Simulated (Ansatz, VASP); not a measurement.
# KI in VASP and in Ansatz

```xyz
2
Lattice="0.0171 3.4200 3.4200 3.4200 0.0171 3.4200 3.4200 3.4200 0.0171" Properties=species:S:1:pos:R:3 pbc="T T T"
K     0.0000    0.0000    0.0000
I     3.4285    3.4285    3.4285
```

Change from the starting cell: equal xy, yz and zx engineering shears of +0.5 %.

Alike in both runs: functional LDA; k mesh 6 × 6 × 6; no spin polarisation.

Ansatz relaxed the structure, and its values are those at the end. VASP's run is a single point on that final structure, the one shown.

|  | VASP | Ansatz |
| --- | --- | --- |
| version | VASP 6.6.1 | Ansatz 0.2.0 |
| potentials or method | VASP PAW LDA potentials, release 64 (K_sv, I), cutoff 520 eV | all-electron LAPW, scalar-relativistic |
| occupations | gaussian, width 0.01 eV | fixed |

|  | VASP | Ansatz | Ansatz less VASP |
| --- | --- | --- | --- |
| gap on the k mesh at the Fermi level (eV) | 3.86 | 3.85 | -0.011 |
| pressure (GPa) | 0.0 | 0.0 | -0.05 |

LDA's correlation is that of Perdew and Zunger in VASP and of Perdew and Wang (1992) in Ansatz. Ansatz ran all-electron here, and VASP with PAW potentials.

Neither program's run includes spin-orbit coupling.
